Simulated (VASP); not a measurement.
# CuO (C2/c) in VASP: further runs, part 2 of 2

VASP 6.6.1.

### Step 3. Single point, LDA

This run uses another cell than the first one, of 9.37 Å³/atom.

Contents of INCAR:

```
PREC = Accurate
ENCUT = 520
EDIFF = 1E-7
ISMEAR = -1
SIGMA = 0.1
LREAL = F
LASPH = T
NELM = 60
ALGO = Normal
ISIF = 2
LWAVE = F
LCHARG = T
GGA = CA
LELF = T
LVHAR = T
NBANDS = 25
```

Contents of KPOINTS:

```
Automatic mesh
0
Gamma
  10 10 6
```

Contents of POSCAR:

```
CuO
1.0
    2.2817758807     -1.6674010140      0.0000000000
    2.2817758807      1.6674010140      0.0000000000
   -0.8282217505      0.0000000000      4.9281224211
Cu O
2 2
Direct
    0.0000000000      0.5000000000      0.0000000000
    0.5000000000      0.0000000000      0.5000000000
    0.5816000000      0.4184000000      0.2500000000
    0.4184000000      0.5816000000      0.7500000000
```

Potentials or basis: VASP PAW LDA potentials, release 64 (Cu, O).

Command:

```bash
> cat potpaw_LDA.64/Cu/POTCAR potpaw_LDA.64/O/POTCAR > POTCAR
> mpirun -np 1 vasp_std > vasp.out
```

OUTCAR:

```text
PREC = Accurate
   ENCUT = 520
   EDIFF = 1E-7
   ISMEAR = -1
   LREAL = F
   LASPH = T
   NELM = 60
   ISIF = 2
   GGA = CA

 ion  position               nearest neighbor table
   1  0.000  0.500  0.000-   3 1.90   4 1.90   4 1.91   3 1.91
   2  0.500  0.000  0.500-   4 1.90   3 1.90   4 1.91   3 1.91
   3  0.582  0.418  0.250-   2 1.90   1 1.90   2 1.91   1 1.91
   4  0.418  0.582  0.750-   1 1.90   2 1.90   2 1.91   1 1.91

  LATTYP: Found a base centered monoclinic cell.
[... 874 lines left out ...]
  FORCE on cell =-STRESS in cart. coord.  units (eV):
  Direction    XX          YY          ZZ          XY          YZ          ZX
  --------------------------------------------------------------------------------------
  -------------------------------------------------------------------------------------
  Total        1.5552961      1.6028135      1.6551510      0.0000000      0.0000000     -0.4055947
  in kB       66.4506336     68.4808345     70.7169747      0.0000000      0.0000000    -17.3291904
  external PRESSURE =      68.5494809 kB  Pullay stress =       0.0000000 kB

 VOLUME and BASIS-vectors are now :
 -----------------------------------------------------------------------------
  energy-cutoff  :      520.00
  volume of cell :       37.50
      direct lattice vectors                 reciprocal lattice vectors
     2.281775881 -1.667401014  0.000000000     0.219127568 -0.299867876  0.036826646
     2.281775881  1.667401014  0.000000000     0.219127568  0.299867876  0.036826646
    -0.828221751  0.000000000  4.928122421     0.000000000  0.000000000  0.202917037

 POSITION                                       TOTAL-FORCE (eV/Angst)
 -----------------------------------------------------------------------------------
      1.14089      0.83370      0.00000        -0.000000      0.000000      0.000000
      0.72678     -0.83370      2.46406        -0.000000      0.000000      0.000000
      2.07472     -0.27212      1.23203         0.000000      0.157273      0.000000
      1.66061      0.27212      3.69609         0.000000     -0.157273      0.000000
 -----------------------------------------------------------------------------------
    total drift:                                0.000000      0.000000     -0.000000

  FREE ENERGIE OF THE ION-ELECTRON SYSTEM (eV)
  ---------------------------------------------------
  free  energy   TOTEN  =       -23.2079152755 eV

  energy  without entropy=      -23.1380590728  energy(sigma->0) =      -23.17298717
```

OSZICAR:

```text
N       E                     dE             d eps       ncg     rms          rms(c)
DAV:   1     0.288564659123E+03    0.28856E+03   -0.16421E+04  9345   0.224E+03
DAV:   2     0.560755746069E+01   -0.28296E+03   -0.26035E+03  8800   0.404E+02
DAV:   3    -0.280720843841E+02   -0.33680E+02   -0.31793E+02 10541   0.155E+02
DAV:   4    -0.291495200923E+02   -0.10774E+01   -0.10719E+01 10856   0.299E+01
DAV:   5    -0.291681120922E+02   -0.18592E-01   -0.18584E-01 11401   0.353E+00    0.172E+01
DAV:   6    -0.262749619240E+02    0.28932E+01   -0.33127E+01 12192   0.157E+02    0.122E+01
DAV:   7    -0.231908301054E+02    0.30841E+01   -0.92540E+00 10447   0.116E+02    0.255E+00
DAV:   8    -0.232623396814E+02   -0.71510E-01   -0.13732E+00 10003   0.826E+00    0.163E+00
DAV:   9    -0.232119194750E+02    0.50420E-01   -0.43904E-02 14983   0.672E+00    0.458E-01
DAV:  10    -0.232089858247E+02    0.29337E-02   -0.11114E-02 12841   0.161E+00    0.304E-01
DAV:  11    -0.232079048593E+02    0.10810E-02   -0.51570E-03 13092   0.680E-01    0.440E-02
DAV:  12    -0.232079250923E+02   -0.20233E-04   -0.20062E-04 10879   0.151E-01    0.374E-02
DAV:  13    -0.232079171673E+02    0.79250E-05   -0.11515E-05 13493   0.564E-02    0.112E-02
DAV:  14    -0.232079154615E+02    0.17058E-05   -0.41421E-06 12951   0.220E-02    0.424E-03
DAV:  15    -0.232079152762E+02    0.18529E-06   -0.86892E-07 13663   0.105E-02    0.523E-04
DAV:  16    -0.232079152755E+02    0.73578E-09   -0.14874E-08  4804   0.219E-03
   1 F= -.23207915E+02 E0= -.23172987E+02  d E =-.698562E-01
```

It took 3.5 min on 1 thread of Intel Xeon 8259CL, shared host; peak memory 0.24 GiB.

What came out:

* Free energy: -23.2079 eV
* Pressure: 6.9 GPa
* Largest force: 0.157 eV/Å
* Band gap on the k mesh: zero (bands 17 and 18 overlap by 0.72 eV)

Forces in eV/Å, atoms in the order of the input:
```
Cu   0.000  0.000  0.000
Cu   0.000  0.000  0.000
O    0.000  0.157  0.000
O    0.000 -0.157  0.000
```

Stress tensor (GPa, compression positive):
```
 6.65  0.00 -1.73
 0.00  6.85  0.00
-1.73  0.00  7.07
```

Caveat: the cell stands under pressure; semilocal functionals often make such compounds metallic where correlation or magnetic order opens a gap, which also shifts bond lengths. With open d or f shells a metallic result of LDA can be an artefact of self-interaction; +U or a hybrid may open a gap.

### Step 4. Single point, LDA

This run uses another cell than the first one, of 9.63 Å³/atom.

Contents of INCAR:

```
ALGO = Normal
EDIFF = 1E-6
ENCUT = 520
ISIF = 2
ISMEAR = -1
LASPH = True
LCHARG = False
LREAL = False
LWAVE = False
NBANDS = 25
NELM = 100
PREC = Accurate
SIGMA = 0.1
```

Contents of KPOINTS:

```
k-points
0
Gamma
  10 10 6
```

Contents of POSCAR:

```
CuO
1.0
    2.3021499576     -1.6822893108      0.0000000000
    2.3021499576      1.6822893108      0.0000000000
   -0.8356169789      0.0000000000      4.9721258424
Cu O
2 2
Direct
    0.0000000000      0.5000000000      0.0000000000
    0.5000000000      0.0000000000      0.5000000000
    0.5816000000      0.4184000000      0.2500000000
    0.4184000000      0.5816000000      0.7500000000
```

Command:

```bash
> cat potpaw_LDA.64/Cu/POTCAR potpaw_LDA.64/O/POTCAR > POTCAR
> mpirun -np 1 vasp_std > vasp.out
```

It took 3.1 min on 1 thread of Intel Xeon 8259CL, shared host; peak memory 0.24 GiB.

It converged, with:

```
Free energy            : -23.2334 eV
Pressure               : 0.9 GPa
Largest force          : 0.257 eV/Å
Band gap on the k mesh : zero (bands 17 and 18 overlap by 0.72 eV)
```

Forces on the atoms (eV/Å):
```
Cu   0.000  0.000  0.000
Cu   0.000  0.000  0.000
O    0.000  0.257  0.000
O    0.000 -0.257  0.000
```

Stress tensor (GPa, compression positive):
```
 0.39  0.00 -0.93
 0.00  2.24  0.00
-0.93  0.00  0.01
```

Levels at points of the mesh, in eV from the Fermi level:
| k point | band 13 | band 14 | band 15 | band 16 | band 17 | band 18 | band 19 | band 20 | band 21 | band 22 |
| --- | --- | --- | --- | --- | --- | --- | --- | --- | --- | --- |
| (0.00, 0.00, 0.00) | -2.60 | -2.40 | -2.34 | -1.77 | 0.23 | 0.99 | 1.95 | 6.03 | 8.40 | 13.42 |
| (0.50, 0.00, 0.00) | -2.19 | -1.72 | -1.62 | -1.52 | -0.01 | 0.24 | 4.74 | 6.47 | 7.14 | 11.29 |
| (0.50, 0.50, 0.00) | -2.31 | -2.31 | -1.75 | -1.31 | -0.70 | 1.12 | 3.11 | 7.18 | 8.49 | 10.35 |
| (0.00, 0.00, 0.50) | -2.38 | -2.38 | -1.62 | -1.62 | 0.23 | 0.23 | 4.13 | 4.13 | 11.80 | 11.80 |
| (0.50, 0.00, 0.50) | -2.36 | -2.31 | -1.85 | -1.72 | -0.08 | 0.79 | 5.05 | 6.71 | 8.07 | 8.90 |
| (0.50, 0.50, 0.50) | -1.78 | -1.78 | -1.40 | -1.40 | -0.44 | -0.44 | 5.08 | 5.08 | 9.22 | 9.22 |

Caveat: semilocal functionals often make such compounds metallic where correlation or magnetic order opens a gap, which also shifts bond lengths. With open d or f shells a metallic result of LDA can be an artefact of self-interaction; +U or a hybrid may open a gap.

### Step 5. Single point, LDA

This run uses another cell than the first one, of 9.88 Å³/atom.

Contents of INCAR:

```
SYSTEM = CuO
  PREC = Accurate
  ENCUT = 520
  EDIFF = 1E-6
  ISMEAR = -1
  SIGMA = 0.1
  LREAL = .False.
  LASPH = .True.
  NELM = 80
  ALGO = Normal
  ISIF = 2
  LWAVE = .False.
  LCHARG = .False.
  NBANDS = 25
```

Contents of KPOINTS:

```
regular mesh
0
Gamma
  10 10 6
  0 0 0
```

Contents of POSCAR:

```
CuO
1.0
    2.3221696578     -1.6969186478      0.0000000000
    2.3221696578      1.6969186478      0.0000000000
   -0.8428835782      0.0000000000      5.0153638896
Cu O
2 2
Direct
    0.0000000000      0.5000000000      0.0000000000
    0.5000000000      0.0000000000      0.5000000000
    0.5816000000      0.4184000000      0.2500000000
    0.4184000000      0.5816000000      0.7500000000
```

Command:

```bash
> cat potpaw_LDA.64/Cu/POTCAR potpaw_LDA.64/O/POTCAR > POTCAR
> mpirun -np 1 vasp_std > vasp.out
```

It took 3 min on 1 thread of Intel Xeon 8259CL, shared host; peak memory 0.25 GiB.

The run converged. Its results:

```
Free energy            : -23.2237 eV
Pressure               : -4.2 GPa
Largest force          : 0.346 eV/Å
Band gap on the k mesh : zero (bands 17 and 18 overlap by 0.72 eV)
```

Forces on the atoms (eV/Å):
```
Cu   0.000  0.000  0.000
Cu   0.000  0.000  0.000
O    0.000  0.346  0.000
O    0.000 -0.346  0.000
```

Stress tensor (GPa, compression positive):
```
-4.96  0.00 -0.23
 0.00 -1.70  0.00
-0.23  0.00 -6.04
```

Levels at points of the mesh, in eV from the Fermi level:
| k point | band 14 | band 15 | band 16 | band 17 | band 18 | band 19 | band 20 | band 21 |
| --- | --- | --- | --- | --- | --- | --- | --- | --- |
| (0.00, 0.00, 0.00) | -2.31 | -2.25 | -1.71 | 0.23 | 0.97 | 1.84 | 6.00 | 8.24 |
| (0.50, 0.00, 0.00) | -1.66 | -1.55 | -1.47 | -0.01 | 0.24 | 4.75 | 6.36 | 7.02 |
| (0.50, 0.50, 0.00) | -2.22 | -1.72 | -1.26 | -0.67 | 1.09 | 3.19 | 7.08 | 8.46 |
| (0.00, 0.00, 0.50) | -2.29 | -1.56 | -1.56 | 0.23 | 0.23 | 4.03 | 4.03 | 11.68 |
| (0.50, 0.00, 0.50) | -2.23 | -1.80 | -1.66 | -0.08 | 0.77 | 5.05 | 6.59 | 8.02 |
| (0.50, 0.50, 0.50) | -1.72 | -1.35 | -1.35 | -0.44 | -0.44 | 5.11 | 5.11 | 9.07 |

Caveat: the cell stands under tension; semilocal functionals often make such compounds metallic where correlation or magnetic order opens a gap, which also shifts bond lengths.

### Step 6. Summary

| cell | gap on the mesh (eV) | pressure (GPa) | largest force (eV/Å) |
| --- | --- | --- | --- |
| a = 2.800, b = 2.800, c = 4.952 Å, angles 97.7, 97.7, 72.3°, 4 atoms | none | 13.8 | 0.05 |
| a = 2.826, b = 2.826, c = 4.997 Å, angles 97.7, 97.7, 72.3°, 4 atoms | none | 6.9 | 0.16 |
| a = 2.851, b = 2.851, c = 5.042 Å, angles 97.7, 97.7, 72.3°, 4 atoms | none | 0.9 | 0.26 |
| a = 2.876, b = 2.876, c = 5.086 Å, angles 97.7, 97.7, 72.3°, 4 atoms | none | -4.2 | 0.35 |

Alike in all rows: task single point; level LDA; potentials or basis VASP PAW LDA potentials, release 64 (Cu, O); no spin polarisation; k mesh 10 × 10 × 6; cutoff (eV) 520; smearing fermi-dirac 0.1 eV.

Caveats: semilocal functionals often make such compounds metallic where correlation or magnetic order opens a gap, which also shifts bond lengths; the cell stands under pressure (at least some runs); the cell stands under tension (at least some runs).

Total energies depend on the potentials used, so only differences within one code and one set of settings carry meaning.
